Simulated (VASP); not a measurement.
# Sr4HfO (P6/mmm) in VASP: notebook, part 2 of 3

VASP 6.6.1. Earlier steps stand in the parts before.

## (3) Single point, PBE

This run uses another cell than the first one, of 26.61 Å³/atom.

Contents of INCAR:

```
SYSTEM = Sr4HfO
PREC = Accurate
ENCUT = 520
EDIFF = 1E-6
ISMEAR = 0
SIGMA = 0.1
LREAL = .FALSE.
LASPH = .TRUE.
NELM = 60
ALGO = Normal
ISIF = 2
LWAVE = .FALSE.
LCHARG = .TRUE.
GGA = PE
LELF = .TRUE.
LVHAR = .TRUE.
NBANDS = 37
```

Contents of KPOINTS:

```
regular mesh
0
G
  6 6 2
  0 0 0
```

Contents of POSCAR:

```
Sr4HfO
1.0
    4.8378353500      0.0000000000      0.0000000000
   -2.4189176700      4.1896883100      0.0000000000
    0.0000000000      0.0000000000      7.8764923900
Sr Hf O
4 1 1
Direct
    0.3333333300      0.6666666700      0.2971709200
    0.6666666700      0.3333333300      0.2971709200
    0.6666666700      0.3333333300      0.7028290800
    0.3333333300      0.6666666700      0.7028290800
    0.0000000000      0.0000000000      0.5000000000
    0.0000000000      0.0000000000      0.0000000000
```

Potentials or basis: VASP PAW PBE potentials, release 64 (Sr_sv, Hf_pv, O).

Started as:

```sh
> cat potpaw_PBE.64/Sr_sv/POTCAR potpaw_PBE.64/Hf_pv/POTCAR potpaw_PBE.64/O/POTCAR > POTCAR
> mpirun -np 1 vasp_std > vasp.out
```

OUTCAR:

```text
SYSTEM = Sr4HfO
   PREC = Accurate
   ENCUT = 520
   EDIFF = 1E-6
   ISMEAR = 0
   LREAL = .FALSE.
   LASPH = .TRUE.
   NELM = 60
   ISIF = 2
   GGA = PE

 ion  position               nearest neighbor table
   1  0.333  0.667  0.297-   2 2.79   2 2.79   2 2.79   4 3.20   5 3.22   5 3.22   5 3.22   3 4.24
                             3 4.24   3 4.24   4 4.68
   2  0.667  0.333  0.297-   1 2.79   1 2.79   1 2.79   3 3.20   5 3.22   5 3.22   5 3.22   4 4.24
                             4 4.24   4 4.24   3 4.68
   3  0.667  0.333  0.703-   4 2.79   4 2.79   4 2.79   2 3.20   5 3.22   5 3.22   5 3.22   1 4.24
                             1 4.24   1 4.24   2 4.68
   4  0.333  0.667  0.703-   3 2.79   3 2.79   3 2.79   1 3.20   5 3.22   5 3.22   5 3.22   2 4.24
                             2 4.24   2 4.24   1 4.68
   5  0.000  0.000  0.500-   1 3.22   2 3.22   3 3.22   4 3.22   1 3.22   4 3.22   2 3.22   3 3.22
                             2 3.22   3 3.22   1 3.22   4 3.22
   6  0.000  0.000  0.000-

  LATTYP: Found a hexagonal cell.
 ALAT       =     4.8378353500
 C/A-ratio  =     1.6281026162

  Lattice vectors:

 A1 = (   4.8378353500,   0.0000000000,   0.0000000000)
 A2 = (  -2.4189176700,   4.1896883100,   0.0000000000)
 A3 = (   0.0000000000,   0.0000000000,   7.8764923900)

Analysis of symmetry for initial positions (statically):
=====================================================================
 Subroutine PRICEL returns:
 Original cell was already a primitive cell.

 Routine SETGRP: Setting up the symmetry group for a
 hexagonal supercell.

 Subroutine GETGRP returns: Found 24 space group operations
 (whereof 24 operations were pure point group operations)
 out of a pool of 24 trial point group operations.

The static configuration has the point symmetry D_6h.

Analysis of symmetry for dynamics (positions and initial velocities):
=====================================================================
 Subroutine PRICEL returns:
 Original cell was already a primitive cell.

 Routine SETGRP: Setting up the symmetry group for a
 hexagonal supercell.

 Subroutine GETGRP returns: Found 24 space group operations
 (whereof 24 operations were pure point group operations)
 out of a pool of 24 trial point group operations.

The dynamic configuration has the point symmetry D_6h.

 Subroutine INISYM returns: Found 24 space group operations
 (whereof 24 operations are pure point group operations),
 and found     1 'primitive' translations

----------------------------------------------------------------------------------------

                                     Primitive cell

  volume of cell :     159.6488

  direct lattice vectors                    reciprocal lattice vectors
     4.837835350  0.000000000  0.000000000     0.206704017  0.119340620  0.000000000
    -2.418917670  4.189688310  0.000000000     0.000000000  0.238681240  0.000000000
     0.000000000  0.000000000  7.876492390     0.000000000  0.000000000  0.126960067

  length of vectors
     4.837835350  4.837835345  7.876492390     0.238681240  0.238681240  0.126960067

  position of ions in fractional coordinates (direct lattice)
     0.333333330  0.666666670  0.297170920
     0.666666670  0.333333330  0.297170920
     0.666666670  0.333333330  0.702829080
[... 40 lines left out ...]
            Coordinates               Weight
  0.000000  0.000000  0.000000      1.000000
  0.166667  0.000000  0.000000      6.000000
  0.333333 -0.000000  0.000000      6.000000
  0.500000 -0.000000  0.000000      3.000000
  0.166667  0.166667  0.000000      6.000000
  0.333333  0.166667  0.000000     12.000000
  0.333333  0.333333  0.000000      2.000000
  0.000000  0.000000  0.500000      1.000000
  0.166667  0.000000  0.500000      6.000000
  0.333333 -0.000000  0.500000      6.000000
  0.500000 -0.000000  0.500000      3.000000
  0.166667  0.166667  0.500000      6.000000
  0.333333  0.166667  0.500000     12.000000
  0.333333  0.333333  0.500000      2.000000
   k-points           NKPTS =     14   k-points in BZ     NKDIM =     14   number of bands    NBANDS=     37
   number of dos      NEDOS =    301   number of ions     NIONS =      6
   total plane-waves  NPLWV =  77760
   dimension x,y,z NGX =    36 NGY =   36 NGZ =   60
   dimension x,y,z NGXF=    72 NGYF=   72 NGZF=  120
   ions per type =               4   1   1
   NGX,Y,Z   is equivalent  to a cutoff of  12.37, 12.37, 12.66 a.u.
   NGXF,Y,Z  is equivalent  to a cutoff of  24.74, 24.74, 25.33 a.u.
 SYSTEM =  Sr4HfO
   PREC   = accura    normal or accurate (medium, high low for compatibility)
   ISTART =      0    job   : 0-new  1-cont  2-samecut
   ICHARG =      2    charge: 1-file 2-atom 10-const
   ISPIN  =      1    spin polarized calculation?
   LNONCOLLINEAR =      F non collinear calculations
   LSORBIT =      F    spin-orbit coupling
   LASPH  =      T    aspherical Exc in radial PAW
   ENCUT  =  520.0 eV  38.22 Ry    6.18 a.u.   9.00  9.00 14.65*2*pi/ulx,y,z
   NELM   =     60;   NELMIN=  2; NELMDL= -5     # of ELM steps
   EDIFF  = 0.1E-05   stopping-criterion for ELM
   LREAL  =      F    real-space projection
[... 7 lines left out ...]
   TEBEG  =    0.0;   TEEND  =   0.0 temperature during run
   PSTRESS=    0.0 pullay stress
   NELECT =      56.0000    total number of electrons
   NUPDOWN=      -1.0000    fix difference up-down
   EMIN   =  10.00;   EMAX   =-10.00  energy-range for DOS
   EFERMI =   0.00;   METHOD = LEGACY
   ISMEAR =     0;   SIGMA  =   0.10  broadening in eV -4-tet -1-fermi 0-gaus
   EFERMI_NEDOS =   21; number of points for ismear=-14 and -15
   IALGO  =     38    algorithm
   IMIX   =      4    mixing-type and parameters
     AMIX     =   0.40;   BMIX     =  1.00
     AMIX_MAG =   1.60;   BMIX_MAG =  1.00
  volume/ion in A,a.u.               =      26.61       179.56
  Fermi-wavevector in a.u.,A,eV,Ry     =   1.154558  2.181798 18.136612  1.333003
  Thomas-Fermi vector in A             =   2.291193
   LORBIT       =      0    0 simple, 1 ext, 2 COOP (PROOUT), +10 PAW based schemes
   GGA     = PE    functional components
   LHFCALC =     F    Hartree Fock is set to
   AEXX    =    0.0000 exact exchange contribution
   IVDW    =     0    specifies the selected vdW correction
   LEPSILON=     F    determine dielectric tensor
   LRPA    =     F    only Hartree local field effects (RPA)
 non-spin polarized calculation
 Gauss-broadening in eV      SIGMA  =   0.10
  energy-cutoff  :      520.00
  volume of cell :      159.65
 maximum number of plane-waves:      4347
 NGX is ok and might be reduce to    36
   NGX = 17   NGY = 17   NGZ = 29

 number of electron      56.0000002 magnetization

 Free energy of the ion-electron system (eV)
  ---------------------------------------------------
  ext. energy  EPLUGINS =         0.00000000
  ---------------------------------------------------
  free energy    TOTEN  =       -12.95564489 eV

  energy without entropy =      -12.90721986  energy(sigma->0) =      -12.93143237

 E-fermi :   3.1881     XC(G=0):  -9.2751

 val. band max:        3.1683831969   @ k =   0.0000   0.0000   0.0000
 cond. band min:       3.1895701934   @ k =   0.1667   0.0000   0.5000
 fundamental gap:      0.0211869965
 Fermi energy:         3.1881280809

 k-point     1 :       0.0000    0.0000    0.0000
  band No.  band energies     occupation
      1     -32.8953      2.00000
      2     -32.8183      2.00000
      3     -32.0583      2.00000
      4     -31.9889      2.00000
      5     -27.2775      2.00000
      6     -27.1053      2.00000
[... 549 lines left out ...]
     36       5.9831      0.00000
     37       6.2960      0.00000

------------------------ aborting loop because EDIFF is reached ----------------------------------------

  FORCE on cell =-STRESS in cart. coord.  units (eV):
  Direction    XX          YY          ZZ          XY          YZ          ZX
  --------------------------------------------------------------------------------------
  -------------------------------------------------------------------------------------
  Total       18.6660461     18.6660461      4.7681213      0.0000000     -0.0000000     -0.0000000
  in kB      187.3256551    187.3256549     47.8511321      0.0000002     -0.0000000     -0.0000000
  external PRESSURE =     140.8341474 kB  Pullay stress =       0.0000000 kB

 VOLUME and BASIS-vectors are now :
 -----------------------------------------------------------------------------
  energy-cutoff  :      520.00
  volume of cell :      159.65
      direct lattice vectors                 reciprocal lattice vectors
     4.837835350  0.000000000  0.000000000     0.206704017  0.119340620  0.000000000
    -2.418917670  4.189688310  0.000000000     0.000000000  0.238681240  0.000000000
     0.000000000  0.000000000  7.876492390     0.000000000  0.000000000  0.126960067

 POSITION                                       TOTAL-FORCE (eV/Angst)
 -----------------------------------------------------------------------------------
     -0.00000      2.79313      2.34066         0.000000     -0.000000     -2.532885
      2.41892      1.39656      2.34066        -0.000000      0.000000     -2.532885
      2.41892      1.39656      5.53583         0.000000      0.000000      2.532885
     -0.00000      2.79313      5.53583        -0.000000     -0.000000      2.532885
      0.00000      0.00000      3.93825         0.000000      0.000000      0.000000
      0.00000      0.00000      0.00000         0.000000      0.000000      0.000000
 -----------------------------------------------------------------------------------
    total drift:                                0.000000      0.000000      0.000000

  FREE ENERGIE OF THE ION-ELECTRON SYSTEM (eV)
  ---------------------------------------------------
  free  energy   TOTEN  =       -12.9556448925 eV

  energy  without entropy=      -12.9072198564  energy(sigma->0) =      -12.93143237
```

It took 66 s on 1 thread of Intel Xeon 6975P-C (Granite Rapids), shared host; peak memory 0.3 GiB.

Results:

* Free energy: -12.9556 eV
* Pressure: 14.1 GPa
* Largest force: 2.533 eV/Å
* Band gap on the k mesh: zero (bands 28 and 29 overlap by 0.27 eV)

Forces in eV/Å, atoms in the order of the input:
```
Sr   0.000  0.000 -2.533
Sr   0.000  0.000 -2.533
Sr   0.000  0.000  2.533
Sr   0.000  0.000  2.533
Hf   0.000  0.000  0.000
O    0.000  0.000  0.000
```

Stress tensor (GPa, compression positive):
```
18.73  0.00  0.00
 0.00 18.73  0.00
 0.00  0.00  4.79
```

Levels at points of the mesh, in eV from the Fermi level:
```csv
k point,band 25,band 26,band 27,band 28,band 29,band 30,band 31,band 32
"(0.00, 0.00, 0.00)",-1.07,-1.07,-0.68,-0.02,-0.02,0.25,1.08,1.64
"(0.50, 0.00, 0.00)",-1.21,-0.07,-0.04,-0.04,0.05,0.32,0.62,1.02
"(0.00, 0.00, 0.50)",-1.06,-1.02,-1.02,-0.17,0.07,0.07,1.25,1.58
"(0.50, 0.00, 0.50)",-0.75,-0.17,-0.08,-0.07,0.04,0.08,1.02,1.09
```

Caveat: the k points lie up to 0.40 Å⁻¹ apart; spin-orbit coupling is left out, which moves the levels of the heavy elements; forces of over 1 eV/Å act on the atoms, so gaps and moduli don't describe the material at rest.

## (4) Single point, PBE

Contents of INCAR:

```
SYSTEM = Sr4HfO
PREC = Accurate
ENCUT = 520
EDIFF = 1E-6
ISMEAR = 0
SIGMA = 0.1
LREAL = .False.
LASPH = .True.
NELM = 80
ALGO = Normal
ISIF = 2
LWAVE = .False.
LCHARG = .True.
GGA = PE
LELF = .True.
LVHAR = .True.
NBANDS = 37
```

Contents of KPOINTS:

```
Automatic mesh
0
Gamma
  6 6 2
  0 0 0
```

Contents of POSCAR:

```
Sr4HfO
1.0
    5.8534314971     -0.0000000035      0.0000000000
   -2.9267157455      5.0692203776      0.0000000000
    0.0000000000      0.0000000000      6.8465502947
Sr Hf O
4 1 1
Direct
    0.3333333333      0.6666666667      0.2555277864
    0.6666666667      0.3333333333      0.2555277864
    0.6666666667      0.3333333333      0.7444722136
    0.3333333333      0.6666666667      0.7444722136
    0.0000000000      0.0000000000      0.5000000000
    0.0000000000      0.0000000000      0.0000000000
```

Potentials or basis: VASP PAW PBE potentials, release 64 (Sr_sv, Hf_pv, O).

Started as:

```sh
> cat potpaw_PBE.64/Sr_sv/POTCAR potpaw_PBE.64/Hf_pv/POTCAR potpaw_PBE.64/O/POTCAR > POTCAR
> mpirun -np 1 vasp_std > vasp.out
```

OUTCAR:

```text
SYSTEM = Sr4HfO
   PREC = Accurate
   ENCUT = 520
   EDIFF = 1E-6
   ISMEAR = 0
   LREAL = .False.
   LASPH = .True.
   NELM = 80
   ISIF = 2
   GGA = PE

 ion  position               nearest neighbor table
   1  0.333  0.667  0.256-   4 3.35   2 3.38   2 3.38   2 3.38   4 3.50   5 3.77   5 3.77   5 3.77
                             3 4.76   3 4.76   3 4.76   3 4.86   3 4.86   3 4.86
   2  0.667  0.333  0.256-   3 3.35   1 3.38   1 3.38   1 3.38   3 3.50   5 3.77   5 3.77   5 3.77
                             4 4.76   4 4.76   4 4.76   4 4.86   4 4.86   4 4.86
   3  0.667  0.333  0.744-   2 3.35   4 3.38   4 3.38   4 3.38   2 3.50   5 3.77   5 3.77   5 3.77
                             1 4.76   1 4.76   1 4.76   1 4.86   1 4.86   1 4.86
   4  0.333  0.667  0.744-   1 3.35   3 3.38   3 3.38   3 3.38   1 3.50   5 3.77   5 3.77   5 3.77
                             2 4.76   2 4.76   2 4.76   2 4.86   2 4.86   2 4.86
   5  0.000  0.000  0.500-   1 3.77   2 3.77   3 3.77   4 3.77   2 3.77   3 3.77   1 3.77   4 3.77
                             2 3.77   3 3.77   1 3.77   4 3.77
   6  0.000  0.000  0.000-

  LATTYP: Found a hexagonal cell.
 ALAT       =     5.8534314971
 C/A-ratio  =     1.1696643752

  Lattice vectors:

 A1 = (   5.8534314971,  -0.0000000035,   0.0000000000)
[... 180 lines left out ...]
 Fermi energy:         2.5504892962

 k-point     1 :       0.0000    0.0000    0.0000
  band No.  band energies     occupation
      1     -33.7865      2.00000
      2     -33.7107      2.00000
      3     -33.6591      2.00000
      4     -33.5877      2.00000
      5     -29.5841      2.00000
      6     -29.2534      2.00000
[... 549 lines left out ...]
     36       4.3934      0.00000
     37       4.9103      0.00000

------------------------ aborting loop because EDIFF is reached ----------------------------------------

  FORCE on cell =-STRESS in cart. coord.  units (eV):
  Direction    XX          YY          ZZ          XY          YZ          ZX
  --------------------------------------------------------------------------------------
  -------------------------------------------------------------------------------------
  Total       -0.0403416     -0.0403416      0.0635282     -0.0000000     -0.0000000     -0.0000000
  in kB       -0.3181564     -0.3181564      0.5010183     -0.0000000     -0.0000000     -0.0000000
  external PRESSURE =      -0.0450982 kB  Pullay stress =       0.0000000 kB

 VOLUME and BASIS-vectors are now :
 -----------------------------------------------------------------------------
  energy-cutoff  :      520.00
  volume of cell :      203.15
      direct lattice vectors                 reciprocal lattice vectors
     5.853431497 -0.000000003  0.000000000     0.170839960  0.098634497  0.000000000
    -2.926715746  5.069220378  0.000000000     0.000000000  0.197268993  0.000000000
     0.000000000  0.000000000  6.846550295     0.000000000  0.000000000  0.146058958

 POSITION                                       TOTAL-FORCE (eV/Angst)
 -----------------------------------------------------------------------------------
      0.00000      3.37948      1.74948         0.000000     -0.000000      0.011298
      2.92672      1.68974      1.74948        -0.000000      0.000000      0.011298
      2.92672      1.68974      5.09707        -0.000000      0.000000     -0.011298
      0.00000      3.37948      5.09707         0.000000     -0.000000     -0.011298
      0.00000      0.00000      3.42328         0.000000      0.000000      0.000000
      0.00000      0.00000      0.00000         0.000000      0.000000      0.000000
 -----------------------------------------------------------------------------------
    total drift:                               -0.000000      0.000000     -0.000000

  FREE ENERGIE OF THE ION-ELECTRON SYSTEM (eV)
  ---------------------------------------------------
  free  energy   TOTEN  =       -17.5396047980 eV

  energy  without entropy=      -17.4988702149  energy(sigma->0) =      -17.51923751
```

OSZICAR:

```text
N       E                     dE             d eps       ncg     rms          rms(c)
DAV:   1     0.338478267861E+03    0.33848E+03   -0.27320E+04  1036   0.135E+03
DAV:   2     0.975386389052E+01   -0.32872E+03   -0.32127E+03  1186   0.323E+02
DAV:   3    -0.200959513227E+02   -0.29850E+02   -0.29218E+02  1656   0.673E+01
DAV:   4    -0.219934875494E+02   -0.18975E+01   -0.18757E+01  1515   0.151E+01
DAV:   5    -0.220813370198E+02   -0.87849E-01   -0.87691E-01  1460   0.241E+00    0.353E+01
DAV:   6    -0.217958361888E+02    0.28550E+00   -0.35844E+01  1421   0.150E+01    0.362E+01
DAV:   7    -0.184833451938E+02    0.33125E+01   -0.42480E+01  1358   0.102E+01    0.153E+01
DAV:   8    -0.175286499449E+02    0.95470E+00   -0.45601E+00  1371   0.615E+00    0.275E+00
DAV:   9    -0.175547699436E+02   -0.26120E-01   -0.57419E-01  1542   0.188E+00    0.297E+00
DAV:  10    -0.175432200670E+02    0.11550E-01   -0.10404E-01  1528   0.795E-01    0.767E-01
DAV:  11    -0.175393479247E+02    0.38721E-02   -0.28795E-02  1353   0.433E-01    0.242E-01
DAV:  12    -0.175395113511E+02   -0.16343E-03   -0.29265E-03  1264   0.203E-01    0.146E-01
DAV:  13    -0.175396266708E+02   -0.11532E-03   -0.62812E-04  1443   0.106E-01    0.803E-02
DAV:  14    -0.175396069079E+02    0.19763E-04   -0.16672E-04  1432   0.455E-02    0.277E-02
DAV:  15    -0.175396043222E+02    0.25857E-05   -0.19931E-05  1080   0.179E-02    0.141E-02
DAV:  16    -0.175396047980E+02   -0.47581E-06   -0.44999E-06  1072   0.749E-03
   1 F= -.17539605E+02 E0= -.17519238E+02  d E =-.407346E-01
```

Wall time 73 s (1 thread of Intel Xeon 6975P-C (Granite Rapids), shared host); peak memory 0.4 GiB.

What came out:

| Property | Result |
| --- | --- |
| Free energy | -17.5396 eV |
| Pressure | 0.0 GPa |
| Largest force | 0.011 eV/Å |
| Band gap on the k mesh | zero (bands 28 and 29 overlap by 0.52 eV) |

Forces on the atoms (eV/Å):
```
Sr   0.000  0.000  0.011
Sr   0.000  0.000  0.011
Sr   0.000  0.000 -0.011
Sr   0.000  0.000 -0.011
Hf   0.000  0.000  0.000
O    0.000  0.000  0.000
```

Stress tensor (GPa, compression positive):
```
-0.03  0.00  0.00
 0.00 -0.03  0.00
 0.00  0.00  0.05
```

Caveat: the k points lie up to 0.46 Å⁻¹ apart, too coarse for converged energies and pressures of a metal; spin-orbit coupling is left out, which moves the levels of the heavy elements.

## (5) Single point, PBE

Contents of INCAR:

```
ALGO = Normal
EDIFF = 1E-7
ENCUT = 520
GGA = PE
ISIF = 2
ISMEAR = 0
LASPH = True
LCHARG = True
LELF = True
LREAL = False
LVHAR = True
LWAVE = False
NBANDS = 37
NELM = 60
PREC = Accurate
SIGMA = 0.1
```

Contents of KPOINTS:

```
k-points
0
Gamma
  6 6 6
```

Contents of POSCAR:

```
Sr4HfO
1.0
    5.8431112110      0.0000000000      0.0000000000
   -2.9215556055      5.0602827459      0.0000000000
    0.0000000000      0.0000000000      6.8807895389
Sr Hf O
4 1 1
Direct
    0.3333333333      0.6666666667      0.2556660413
    0.6666666667      0.3333333333      0.2556660413
    0.6666666667      0.3333333333      0.7443339587
    0.3333333333      0.6666666667      0.7443339587
    0.0000000000      0.0000000000      0.5000000000
    0.0000000000      0.0000000000      0.0000000000
```

Started as:

```sh
> cat potpaw_PBE.64/Sr_sv/POTCAR potpaw_PBE.64/Hf_pv/POTCAR potpaw_PBE.64/O/POTCAR > POTCAR
> mpirun -np 1 vasp_std > vasp.out
```

Wall time 2.4 min (1 thread of Intel Xeon 6975P-C (Granite Rapids), shared host); peak memory 0.45 GiB.

It converged, with:

```yaml
Free_energy: -17.5278 eV
Pressure: 0.0 GPa
Band_gap_on_the_k_mesh: zero (bands 28 and 29 overlap by 0.50 eV)
```

Levels at points of the mesh, in eV from the Fermi level:
```tsv
k point	band 24	band 25	band 26	band 27	band 28	band 29	band 30	band 31	band 32	band 33
(0.00, 0.00, 0.00)	-1.92	-0.79	-0.79	-0.23	-0.01	-0.01	0.14	0.25	0.68	0.68
(0.50, 0.00, 0.00)	-1.97	-1.19	-1.07	-0.48	-0.39	-0.26	0.21	0.39	0.82	1.02
(0.00, 0.00, 0.50)	-1.84	-1.74	-0.57	-0.57	0.24	0.24	0.54	0.54	1.00	1.00
(0.50, 0.00, 0.50)	-1.66	-1.37	-0.64	-0.12	-0.04	0.03	0.22	0.41	0.62	0.91
```

Caveat: spin-orbit coupling is left out, which moves the levels of the heavy elements.

(Part 2 of 3 ends here.)
